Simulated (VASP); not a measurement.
# Au (P6_3/mmc) in VASP: single point with LDA

Aim: the single point of Au with LDA.

All numbers are computed with VASP 6.6.1; they aren't measurements. Logs are shortened: lines on timing, memory, paths and dates and some standing lists are left out, and cuts for length are marked.

**1. The cell of the first run**

The structure is hexagonal, space group P6_3/mmc (No. 194). The conventional cell has a = 2.900 Å, b = 2.900 Å, c = 4.880 Å, α = 90.00°, β = 90.00°, γ = 120.00°. Au (site symmetry -6m2) has 12 Au at 2.90 to 2.96 Å within 3.8 Å.

This isn't the form of Au at room conditions, which is fcc.

**2. Single point, LDA**

Input file INCAR:

```
  PREC = Accurate
  ENCUT = 520
  EDIFF = 1E-6
  ISMEAR = 0
  SIGMA = 0.15
  LREAL = False
  LASPH = True
  NELM = 80
  ALGO = Fast
  ISIF = 2
  LWAVE = False
  LCHARG = False
  NBANDS = 18
```

Input file KPOINTS:

```
Automatic mesh
0
Gamma
  21 21 12
```

Input file POSCAR:

```
Au
1.0
    2.8999984104      0.0000000000      0.0000000000
   -1.4499992052      2.5114722944      0.0000000000
    0.0000000000      0.0000000000      4.8800000000
Au
2
Direct
    0.3333333333      0.6666666667      0.7500000000
    0.6666666667      0.3333333333      0.2500000000
```

Potentials or basis: VASP PAW LDA potentials, release 64 (Au).

The run is started by

```
cat potpaw_LDA.64/Au/POTCAR > POTCAR
mpirun -np 1 vasp_std > vasp.out
```

OUTCAR:

```text
PREC = Accurate
   ENCUT = 520
   EDIFF = 1E-6
   ISMEAR = 0
   LREAL = False
   LASPH = True
   NELM = 80
   ISIF = 2

 ion  position               nearest neighbor table
   1  0.333  0.667  0.750-   2 2.96   2 2.96   2 2.96   2 2.96   2 2.96   2 2.96
   2  0.667  0.333  0.250-   1 2.96   1 2.96   1 2.96   1 2.96   1 2.96   1 2.96

  LATTYP: Found a hexagonal cell.
 ALAT       =     2.8999984104
 C/A-ratio  =     1.6827595431

  Lattice vectors:

 A1 = (   2.8999984104,   0.0000000000,   0.0000000000)
 A2 = (  -1.4499992052,   2.5114722944,   0.0000000000)
 A3 = (   0.0000000000,   0.0000000000,   4.8800000000)

Analysis of symmetry for initial positions (statically):
=====================================================================
 Subroutine PRICEL returns:
 Original cell was already a primitive cell.

 Routine SETGRP: Setting up the symmetry group for a
 hexagonal supercell.

 Subroutine GETGRP returns: Found 24 space group operations
 (whereof 12 operations were pure point group operations)
 out of a pool of 24 trial point group operations.

The static configuration has the point symmetry D_3d.
 The point group associated with its full space group is D_6h.

Analysis of symmetry for dynamics (positions and initial velocities):
=====================================================================
 Subroutine PRICEL returns:
 Original cell was already a primitive cell.

 Routine SETGRP: Setting up the symmetry group for a
 hexagonal supercell.

 Subroutine GETGRP returns: Found 24 space group operations
 (whereof 12 operations were pure point group operations)
 out of a pool of 24 trial point group operations.

The dynamic configuration has the point symmetry D_3d.
 The point group associated with its full space group is D_6h.

 Subroutine INISYM returns: Found 24 space group operations
 (whereof 12 operations are pure point group operations),
 and found     1 'primitive' translations

----------------------------------------------------------------------------------------

                                     Primitive cell

  volume of cell :      35.5423

  direct lattice vectors                    reciprocal lattice vectors
     2.899998410  0.000000000  0.000000000     0.344827775  0.199086409  0.000000000
    -1.449999205  2.511472294  0.000000000     0.000000000  0.398172818  0.000000000
     0.000000000  0.000000000  4.880000000     0.000000000  0.000000000  0.204918033

  length of vectors
     2.899998410  2.899998410  4.880000000     0.398172818  0.398172818  0.204918033

  position of ions in fractional coordinates (direct lattice)
     0.333333333  0.666666667  0.750000000
     0.666666667  0.333333333  0.250000000

  ion indices of the primitive-cell ions
   primitive index   ion index
                 1           1
                 2           2

----------------------------------------------------------------------------------------

 KPOINTS: Automatic mesh

Automatic generation of k-mesh.
 Grid dimensions read from file:
 generate k-points for:   21   21   12

 Generating k-lattice:

  Cartesian coordinates                     Fractional coordinates (reciprocal lattice)
     0.016420370  0.009480305  0.000000000     0.047619048  0.000000000  0.000000000
     0.000000000  0.018960610  0.000000000     0.000000000  0.047619048  0.000000000
     0.000000000  0.000000000  0.017076503     0.000000000  0.000000000  0.083333333

  Length of vectors
     0.018960610  0.018960610  0.017076503

  Shift w.r.t. Gamma in fractional coordinates (k-lattice)
     0.000000000  0.000000000  0.000000000

 Subroutine IBZKPT returns following result:
 ===========================================

 Found    336 irreducible k-points:

 Following reciprocal coordinates:
            Coordinates               Weight
  0.000000  0.000000  0.000000      1.000000
  0.047619  0.000000  0.000000      6.000000
  0.095238  0.000000  0.000000      6.000000
  0.142857  0.000000  0.000000      6.000000
  0.190476  0.000000  0.000000      6.000000
  0.238095  0.000000  0.000000      6.000000
[... 16 lines left out ...]
  0.142857  0.095238  0.000000     12.000000
  0.190476  0.095238  0.000000     12.000000
 [... further k-points ...]
   k-points           NKPTS =    336   k-points in BZ     NKDIM =    336   number of bands    NBANDS=     18
   number of dos      NEDOS =    301   number of ions     NIONS =      2
   total plane-waves  NPLWV =  20736
   dimension x,y,z NGX =    24 NGY =   24 NGZ =   36
   dimension x,y,z NGXF=    48 NGYF=   48 NGZF=   72
   ions per type =               2
   NGX,Y,Z   is equivalent  to a cutoff of  13.76, 13.76, 12.26 a.u.
   NGXF,Y,Z  is equivalent  to a cutoff of  27.52, 27.52, 24.53 a.u.
 SYSTEM =  unknown system
   PREC   = accura    normal or accurate (medium, high low for compatibility)
   ISTART =      0    job   : 0-new  1-cont  2-samecut
   ICHARG =      2    charge: 1-file 2-atom 10-const
   ISPIN  =      1    spin polarized calculation?
   LNONCOLLINEAR =      F non collinear calculations
   LSORBIT =      F    spin-orbit coupling
   LASPH  =      T    aspherical Exc in radial PAW
   ENCUT  =  520.0 eV  38.22 Ry    6.18 a.u.   5.39  5.39  9.07*2*pi/ulx,y,z
   NELM   =     80;   NELMIN=  2; NELMDL= -5     # of ELM steps
   EDIFF  = 0.1E-05   stopping-criterion for ELM
   LREAL  =      F    real-space projection
[... 7 lines left out ...]
   TEBEG  =    0.0;   TEEND  =   0.0 temperature during run
   PSTRESS=    0.0 pullay stress
   NELECT =      22.0000    total number of electrons
   NUPDOWN=      -1.0000    fix difference up-down
   EMIN   =  10.00;   EMAX   =-10.00  energy-range for DOS
   EFERMI =   0.00;   METHOD = LEGACY
   ISMEAR =     0;   SIGMA  =   0.15  broadening in eV -4-tet -1-fermi 0-gaus
   EFERMI_NEDOS =   21; number of points for ismear=-14 and -15
   IALGO  =     68    algorithm
   IMIX   =      4    mixing-type and parameters
     AMIX     =   0.40;   BMIX     =  1.00
     AMIX_MAG =   1.60;   BMIX_MAG =  1.00
  volume/ion in A,a.u.               =      17.77       119.93
  Fermi-wavevector in a.u.,A,eV,Ry     =   1.395191  2.636529 26.484537  1.946559
  Thomas-Fermi vector in A             =   2.518667
   LORBIT       =      0    0 simple, 1 ext, 2 COOP (PROOUT), +10 PAW based schemes
   GGA     = CA    functional components
   LHFCALC =     F    Hartree Fock is set to
   AEXX    =    0.0000 exact exchange contribution
   IVDW    =     0    specifies the selected vdW correction
   LEPSILON=     F    determine dielectric tensor
   LRPA    =     F    only Hartree local field effects (RPA)
 non-spin polarized calculation
 RMM-DIIS sequential band-by-band and
 Gauss-broadening in eV      SIGMA  =   0.15
  energy-cutoff  :      520.00
  volume of cell :       35.54
 maximum number of plane-waves:       984
 NGX is ok and might be reduce to    24
   NGX = 11   NGY = 11   NGZ = 19

 number of electron      22.0000001 magnetization

 Free energy of the ion-electron system (eV)
  ---------------------------------------------------
  ext. energy  EPLUGINS =         0.00000000
  ---------------------------------------------------
  free energy    TOTEN  =        -8.80574417 eV

  energy without entropy =       -8.80056863  energy(sigma->0) =       -8.80315640

 E-fermi :   8.5824     XC(G=0): -12.7412

 val. band max:        8.5745712331   @ k =   0.2857   0.1905   0.4167
 cond. band min:       8.5956937581   @ k =   0.2381   0.2381   0.4167
 fundamental gap:      0.0211225250
 Fermi energy:         8.5824150084

 k-point     1 :       0.0000    0.0000    0.0000
  band No.  band energies     occupation
      1      -0.8903      2.00000
      2       1.5147      2.00000
      3       3.9197      2.00000
      4       4.1984      2.00000
      5       4.1984      2.00000
      6       4.4868      2.00000
[... 10 lines left out ...]
     17      26.6010      0.00000
     18      26.6010      0.00000

 k-point     2 :       0.0476    0.0000    0.0000
  band No.  band energies     occupation
      1      -0.8204      2.00000
      2       1.5731      2.00000
      3       3.8995      2.00000
      4       4.2138      2.00000
      5       4.2442      2.00000
      6       4.4615      2.00000
[... 10 lines left out ...]
     17      26.1912      0.00000
     18      26.2666      0.00000

 k-point     3 :       0.0952    0.0000    0.0000
  band No.  band energies     occupation
      1      -0.6137      2.00000
      2       1.7405      2.00000
      3       3.8299      2.00000
      4       4.2653      2.00000
      5       4.3800      2.00000
      6       4.4057      2.00000
[... 10 lines left out ...]
     17      25.2977      0.00000
     18      26.2493      0.00000

 k-point     4 :       0.1429    0.0000    0.0000
  band No.  band energies     occupation
      1      -0.2807      2.00000
      2       1.9895      2.00000
      3       3.7257      2.00000
      4       4.2323      2.00000
      5       4.4754      2.00000
      6       4.5993      2.00000
[... 375 lines left out ...]
      4       4.2384      2.00000
      5       4.4387      2.00000
      6       4.4673      2.00000
[... 10 lines left out ...]
     17      25.6186      0.00000
     18      25.7946      0.00000

 k-point    23 :       0.1429    0.0952    0.0000
  band No.  band energies     occupation
      1       0.3470      2.00000
      2       2.4086      2.00000
      3       3.5199      2.00000
      4       4.0658      2.00000
      5       4.1410      2.00000
      6       4.5719      2.00000
[... 10 lines left out ...]
     17      25.5375      0.00000
     18      25.9422      0.00000

 k-point    24 :       0.1905    0.0952    0.0000
  band No.  band energies     occupation
      1       0.8505      2.00000
      2       2.6037      2.00000
      3       3.4955      2.00000
      4       3.6761      2.00000
      5       4.0735      2.00000
      6       4.4341      2.00000
[... 10 lines left out ...]
     17      25.0808      0.00000
     18      25.3998      0.00000

 [... further k-points ...]

------------------------ aborting loop because EDIFF is reached ----------------------------------------

  FORCE on cell =-STRESS in cart. coord.  units (eV):
  Direction    XX          YY          ZZ          XY          YZ          ZX
  --------------------------------------------------------------------------------------
  -------------------------------------------------------------------------------------
  Total       -2.3477763     -2.3477763     -2.2594013      0.0000000     -0.0000000      0.0000000
  in kB     -105.8330542   -105.8330542   -101.8492854      0.0000000     -0.0000000      0.0000000
  external PRESSURE =    -104.5051313 kB  Pullay stress =       0.0000000 kB

 VOLUME and BASIS-vectors are now :
 -----------------------------------------------------------------------------
  energy-cutoff  :      520.00
  volume of cell :       35.54
      direct lattice vectors                 reciprocal lattice vectors
     2.899998410  0.000000000  0.000000000     0.344827775  0.199086409  0.000000000
    -1.449999205  2.511472294  0.000000000     0.000000000  0.398172818  0.000000000
     0.000000000  0.000000000  4.880000000     0.000000000  0.000000000  0.204918033

 POSITION                                       TOTAL-FORCE (eV/Angst)
 -----------------------------------------------------------------------------------
     -0.00000      1.67431      3.66000        -0.000000     -0.000000      0.000000
      1.45000      0.83716      1.22000         0.000000      0.000000      0.000000
 -----------------------------------------------------------------------------------
    total drift:                               -0.000000      0.000000     -0.000000

  FREE ENERGIE OF THE ION-ELECTRON SYSTEM (eV)
  ---------------------------------------------------
  free  energy   TOTEN  =        -8.8057441712 eV

  energy  without entropy=       -8.8005686307  energy(sigma->0) =       -8.80315640
```

It took 53 s on 1 thread of Intel Xeon 6975P-C (Granite Rapids), shared host; peak memory 0.28 GiB.

What came out:

```
Free energy            : -8.8057 eV
Pressure               : -10.5 GPa
Band gap on the k mesh : zero (bands 11 and 12 overlap by 6.62 eV)
```

Stress tensor (GPa, compression positive):
```
-10.58   0.00   0.00
  0.00 -10.58   0.00
  0.00   0.00 -10.18
```

Caveat: the cell stands under tension; spin-orbit coupling is left out, which moves the levels of the heavy elements.
